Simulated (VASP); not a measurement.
# Sc (Fm-3m) in VASP: a series of runs, part 3 of 3

VASP 6.6.1.

## 4. Relaxation of cell and atoms, PBEsol

This run uses another cell than the first one, of 23.09 Å³/atom, 0.975 times its volume.

The input, INCAR:

```
SYSTEM = Sc
  PREC = Accurate
  ENCUT = 600
  EDIFF = 1E-6
  ISMEAR = -1
  SIGMA = 0.1
  LREAL = .False.
  LASPH = .True.
  NELM = 80
  ALGO = Normal
  ISIF = 3
  LWAVE = .False.
  LCHARG = .False.
  GGA = PS
  IBRION = 2
  NSW = 60
  EDIFFG = -0.02
```

The input, KPOINTS:

```
Automatic mesh
0
Gamma
  9 9 9
  0 0 0
```

The input, POSCAR:

```
Sc
1.0
    0.0000000000      2.2600000000      2.2600000000
    2.2600000000      0.0000000000      2.2600000000
    2.2600000000      2.2600000000      0.0000000000
Sc
1
Direct
    0.0000000000      0.0000000000      0.0000000000
```

Potentials or basis: VASP PAW PBE potentials, release 64 (Sc_sv).

Run with:

```sh
cat potpaw_PBE.64/Sc_sv/POTCAR > POTCAR
mpirun -np 1 vasp_std > vasp.out
```

OUTCAR:

```text
SYSTEM = Sc
   PREC = Accurate
   ENCUT = 600
   EDIFF = 1E-6
   ISMEAR = -1
   LREAL = .False.
   LASPH = .True.
   NELM = 80
   ISIF = 3
   GGA = PS
   IBRION = 2
   NSW = 60
   EDIFFG = -0.02

 ion  position               nearest neighbor table
   1  0.000  0.000  0.000-

  LATTYP: Found a face centered cubic cell.
 ALAT       =     4.5200000000

  Lattice vectors:

 A1 = (   0.0000000000,   2.2600000000,   2.2600000000)
 A2 = (   2.2600000000,   0.0000000000,   2.2600000000)
 A3 = (   2.2600000000,   2.2600000000,   0.0000000000)

Analysis of symmetry for initial positions (statically):
=====================================================================
 Subroutine PRICEL returns:
 Original cell was already a primitive cell.

 Routine SETGRP: Setting up the symmetry group for a
 face centered cubic supercell.

 Subroutine GETGRP returns: Found 48 space group operations
 (whereof 48 operations were pure point group operations)
 out of a pool of 48 trial point group operations.

The static configuration has the point symmetry O_h .

Analysis of symmetry for dynamics (positions and initial velocities):
=====================================================================
 Subroutine PRICEL returns:
 Original cell was already a primitive cell.

 Routine SETGRP: Setting up the symmetry group for a
 face centered cubic supercell.

 Subroutine GETGRP returns: Found 48 space group operations
 (whereof 48 operations were pure point group operations)
 out of a pool of 48 trial point group operations.

The dynamic configuration has the point symmetry O_h .

 Subroutine INISYM returns: Found 48 space group operations
 (whereof 48 operations are pure point group operations),
 and found     1 'primitive' translations

----------------------------------------------------------------------------------------

                                     Primitive cell

  volume of cell :      23.0864

  direct lattice vectors                    reciprocal lattice vectors
     0.000000000  2.260000000  2.260000000    -0.221238938  0.221238938  0.221238938
     2.260000000  0.000000000  2.260000000     0.221238938 -0.221238938  0.221238938
     2.260000000  2.260000000  0.000000000     0.221238938  0.221238938 -0.221238938

  length of vectors
     3.196122651  3.196122651  3.196122651     0.383197081  0.383197081  0.383197081

  position of ions in fractional coordinates (direct lattice)
     0.000000000  0.000000000  0.000000000

  ion indices of the primitive-cell ions
   primitive index   ion index
                 1           1

----------------------------------------------------------------------------------------

 KPOINTS: Automatic mesh

Automatic generation of k-mesh.
 Grid dimensions read from file:
 generate k-points for:    9    9    9

 Generating k-lattice:

  Cartesian coordinates                     Fractional coordinates (reciprocal lattice)
    -0.024582104  0.024582104  0.024582104     0.111111111  0.000000000  0.000000000
     0.024582104 -0.024582104  0.024582104     0.000000000  0.111111111  0.000000000
     0.024582104  0.024582104 -0.024582104     0.000000000  0.000000000  0.111111111

  Length of vectors
     0.042577453  0.042577453  0.042577453

  Shift w.r.t. Gamma in fractional coordinates (k-lattice)
[... 41 lines left out ...]
   NGXF,Y,Z  is equivalent  to a cutoff of  29.13, 29.13, 29.13 a.u.
 SYSTEM =  Sc
   PREC   = accura    normal or accurate (medium, high low for compatibility)
   ISTART =      0    job   : 0-new  1-cont  2-samecut
   ICHARG =      2    charge: 1-file 2-atom 10-const
   ISPIN  =      1    spin polarized calculation?
   LNONCOLLINEAR =      F non collinear calculations
   LSORBIT =      F    spin-orbit coupling
   LASPH  =      T    aspherical Exc in radial PAW
   ENCUT  =  600.0 eV  44.10 Ry    6.64 a.u.   6.38  6.38  6.38*2*pi/ulx,y,z
   NELM   =     80;   NELMIN=  2; NELMDL= -5     # of ELM steps
   EDIFF  = 0.1E-05   stopping-criterion for ELM
   LREAL  =      F    real-space projection
   EDIFFG = -.2E-01   stopping-criterion for IOM
   NSW    =     60    number of steps for IOM
   IBRION =      2    ionic relax: 0-MD 1-quasi-New 2-CG
   NFREE  =      1    steps in history (QN), initial steepest desc. (CG)
   ISIF   =      3    stress and relaxation
   ISYM   =      2    0-nonsym 1-usesym 2-fastsym
   POTIM  = 0.5000    time-step for ionic-motion
   TEBEG  =    0.0;   TEEND  =   0.0 temperature during run
   PSTRESS=    0.0 pullay stress
   NELECT =      11.0000    total number of electrons
   NUPDOWN=      -1.0000    fix difference up-down
   EMIN   =  10.00;   EMAX   =-10.00  energy-range for DOS
   EFERMI =   0.00;   METHOD = LEGACY
   ISMEAR =    -1;   SIGMA  =   0.10  broadening in eV -4-tet -1-fermi 0-gaus
   EFERMI_NEDOS =   21; number of points for ismear=-14 and -15
   IALGO  =     38    algorithm
   IMIX   =      4    mixing-type and parameters
     AMIX     =   0.40;   BMIX     =  1.00
     AMIX_MAG =   1.60;   BMIX_MAG =  1.00
  volume/ion in A,a.u.               =      23.09       155.79
  Fermi-wavevector in a.u.,A,eV,Ry     =   1.278657  2.416311 22.245021  1.634963
  Thomas-Fermi vector in A             =   2.411187
   LORBIT       =      0    0 simple, 1 ext, 2 COOP (PROOUT), +10 PAW based schemes
   GGA     = PS    functional components
   LHFCALC =     F    Hartree Fock is set to
   AEXX    =    0.0000 exact exchange contribution
   IVDW    =     0    specifies the selected vdW correction
   LEPSILON=     F    determine dielectric tensor
   LRPA    =     F    only Hartree local field effects (RPA)
 conjugate gradient relaxation of ions
 non-spin polarized calculation
  energy-cutoff  :      600.00
  volume of cell :       23.09
 maximum number of plane-waves:       784
 NGX is ok and might be reduce to    28
   NGX = 13   NGY = 13   NGZ = 13

--------------------------------------- Ionic step        1  -------------------------------------------

 number of electron      11.0000001 magnetization

 Free energy of the ion-electron system (eV)
  ---------------------------------------------------
  ext. energy  EPLUGINS =         0.00000000
  ---------------------------------------------------
  free energy    TOTEN  =        -6.58865952 eV

  energy without entropy =       -6.53351328  energy(sigma->0) =       -6.56108640

------------------------ aborting loop because EDIFF is reached ----------------------------------------

  FORCE on cell =-STRESS in cart. coord.  units (eV):
  Direction    XX          YY          ZZ          XY          YZ          ZX
  --------------------------------------------------------------------------------------
  -------------------------------------------------------------------------------------
  Total        0.2119245      0.2119245      0.2119245      0.0000000      0.0000000      0.0000000
  in kB       14.7074163     14.7074163     14.7074163      0.0000000      0.0000000      0.0000000
  external PRESSURE =      14.7074163 kB  Pullay stress =       0.0000000 kB
[... 57 lines left out ...]
--------------------------------------- Ionic step        3  -------------------------------------------

 number of electron      11.0000001 magnetization

 Free energy of the ion-electron system (eV)
  ---------------------------------------------------
  ext. energy  EPLUGINS =         0.00000000
  ---------------------------------------------------
  free energy    TOTEN  =        -6.59148400 eV

  energy without entropy =       -6.53401312  energy(sigma->0) =       -6.56274856

 E-fermi :   3.8719     XC(G=0): -10.1470

 val. band max:        3.7597481249   @ k =   0.4444   0.3333   0.1111
 cond. band min:       3.9164138457   @ k =  -0.3333   0.4444   0.2222
 fundamental gap:      0.1566657209
 Fermi energy:         3.8719255802

 k-point     1 :       0.0000    0.0000    0.0000
  band No.  band energies     occupation
      1     -45.2559      2.00000
      2     -23.7354      2.00000
      3     -23.7354      2.00000
      4     -23.7354      2.00000
      5      -1.4076      2.00000
      6       5.4928      0.00000
      7       5.4928      0.00000
      8       5.4928      0.00000
      9       6.9490      0.00000
[... 265 lines left out ...]
 k-point    24 :       0.4444    0.4444    0.0000
  band No.  band energies     occupation
      1     -45.1639      2.00000
      2     -24.1513      2.00000
      3     -23.8926      2.00000
      4     -23.8926      2.00000
      5       2.2114      2.00000
      6       3.2310      1.99671
      7       5.7274      0.00000
      8       7.8628      0.00000
      9       7.9937      0.00000

 [... further k-points ...]

------------------------ aborting loop because EDIFF is reached ----------------------------------------

  FORCE on cell =-STRESS in cart. coord.  units (eV):
  Direction    XX          YY          ZZ          XY          YZ          ZX
  --------------------------------------------------------------------------------------
  -------------------------------------------------------------------------------------
  Total       -0.0018630     -0.0018630     -0.0018630      0.0000000      0.0000000      0.0000000
  in kB       -0.1258846     -0.1258846     -0.1258846      0.0000000      0.0000000      0.0000000
  external PRESSURE =      -0.1258846 kB  Pullay stress =       0.0000000 kB
[... 16 lines left out ...]
  FREE ENERGIE OF THE ION-ELECTRON SYSTEM (eV)
  ---------------------------------------------------
  free  energy   TOTEN  =        -6.5914840030 eV

  energy  without entropy=       -6.5340131185  energy(sigma->0) =       -6.56274856

 reached required accuracy - stopping structural energy minimisation
```

OSZICAR:

```text
N       E                     dE             d eps       ncg     rms          rms(c)
DAV:   1     0.781707706461E+02    0.78171E+02   -0.57770E+03   630   0.136E+03
DAV:   2    -0.554199283193E+01   -0.83713E+02   -0.83158E+02   638   0.341E+02
DAV:   3    -0.727836839973E+01   -0.17364E+01   -0.16786E+01   934   0.638E+01
[... 18 lines left out ...]
DAV:   1    -0.659313635969E+01   -0.17157E-02   -0.48376E-02   751   0.387E+00    0.280E-01
DAV:   2    -0.659158021402E+01    0.15561E-02   -0.48265E-03   914   0.109E+00    0.746E-02
DAV:   3    -0.659148641637E+01    0.93798E-04   -0.40871E-04   933   0.315E-01    0.318E-02
DAV:   4    -0.659148405593E+01    0.23604E-05   -0.15062E-05   659   0.473E-02    0.188E-03
DAV:   5    -0.659148400304E+01    0.52892E-07   -0.29911E-07   324   0.109E-02
   3 F= -.65914840E+01 E0= -.65627486E+01  d E =-.282448E-02
```

Wall time 18 s (1 thread of AMD EPYC 7R43 (Zen 3), shared host); peak memory 0.13 GiB.

What came out:

```yaml
Free_energy: -6.5915 eV
Relaxed_volume: 23.71 Å³/atom
Relaxed_cell: a = 3.225 Å, b = 3.225 Å, c = 3.225 Å, α = 60.00°, β = 60.00°, γ = 60.00°
Space_group_after_relaxing_to_0.05_Å: Fm-3m (No. 225)
Energy_gained_by_relaxing: 2.8 meV/atom
Ionic_steps: 3
Pressure_after_relaxing: 0.0 GPa
```

Step by step:
| step | energy change (eV) | largest force (eV/Å) | pressure (GPa) | volume (Å³) |
| --- | --- | --- | --- | --- |
| 1 | 0.0000 | 0.0000 | 1.47 | 23.09 |
| 2 | -0.0028 | 0.0000 | -0.20 | 23.80 |
| 3 | -0.0028 | 0.0000 | -0.01 | 23.71 |

Final structure:
```
Sc
1.0
     0.00000    2.28019    2.28019
     2.28019    0.00000    2.28019
     2.28019    2.28019    0.00000
Sc
1
Direct
  0.00000 0.00000 0.00000
```

Caveat: the PAW data sets were made with another functional, which shifts forces and pressure a little.

## 5. The runs side by side

```tsv
task	level	cell	k mesh	cutoff (eV)	gap on the mesh (eV)	pressure (GPa)
single point	PBEsol	a = 3.224 Å, angles 60.0°, 1 atom	9 × 9 × 9	520	none	0.0
single point	r2SCAN	a = 3.224 Å, angles 60.0°, 1 atom	11 × 11 × 11	520	none	3.7
relaxation of cell and atoms	PBEsol	relaxed from a = 3.196 Å, angles 60.0°, 1 atom	9 × 9 × 9	600	none	0.0
```

Alike in all rows: potentials or basis VASP PAW PBE potentials, release 64 (Sc_sv); no spin polarisation; smearing fermi-dirac 0.1 eV.

Caveats: the PAW data sets were made with another functional, which shifts forces and pressure a little.

Total energies depend on the potentials used, so only differences within one code and one set of settings carry meaning.
